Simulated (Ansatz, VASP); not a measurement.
**Two plane-wave programs on Cu**

INCAR

```
SYSTEM = Cu
  PREC = Accurate
  ENCUT = 520
  EDIFF = 1E-7
  ISMEAR = 0
  SIGMA = 0.1
  LREAL = .False.
  LASPH = .True.
  NELM = 60
  ALGO = Normal
  ISIF = 2
  LWAVE = .False.
  LCHARG = .True.
  GGA = PS
  LELF = .True.
  LVHAR = .True.
  NBANDS = 12
```

Contents of KPOINTS:

```
Automatic mesh
0
Gamma
  8 8 8
  0 0 0
```

POSCAR

```
Cu
1.0
    0.0000000000      1.8250000000      1.8250000000
    1.8250000000      0.0000000000      1.8250000000
    1.8250000000      1.8250000000      0.0000000000
Cu
1
Direct
    0.0000000000      0.0000000000      0.0000000000
```

Input for Ansatz:

```yaml
crystal:
  lattice:
    - [0.0, 1.825, 1.825]
    - [1.825, 0.0, 1.825]
    - [1.825, 1.825, 0.0]
  atoms:
    - { symbol: Cu, position: [0.0, 0.0, 0.0] }
basis:
  ecutwfc: 420
kpoints:
  mp_grid: { grid: [8, 8, 8] }
hamiltonian:
  xc: pbesol
  pseudopotentials: { kind: paw, azcp: { folder: soft_1 } }
scf:
  occupations: { method: gaussian, width: 0.1 }
output:
  forces: true
  stress: true
  eigenvalues: true
```

Alike in both runs: task single point; functional PBEsol; k mesh 8 × 8 × 8; occupations gaussian, width 0.1 eV; no spin polarisation.

|  | VASP | Ansatz |
| --- | --- | --- |
| version | VASP 6.6.1 | Ansatz 0.2.0 |
| potentials or method | VASP PAW PBE potentials, release 64 (Cu), cutoff 520 eV | scalar-relativistic, plane waves, PAW |
| valence electrons in the cell | 11 | 19 |

VASP gave:

| Quantity | Value |
| --- | --- |
| gap on the k mesh at the Fermi level (eV) | none |
| pressure (GPa) | -8.6 |

Task: Estimate Ansatz's values.

Result: gap on the k mesh at the Fermi level (eV): none; pressure (GPa): -9.3.

VASP's potentials were made for PBE, not for PBEsol, and Ansatz warns of the same on its side. A gap of «none» marks a metal or a gap that the smearing closes. VASP's potentials hold 11 valence electrons a cell and Ansatz's 19, so a difference there can come from the potentials and not from the codes.

The k mesh is coarse, so the values compare programs but aren't converged.
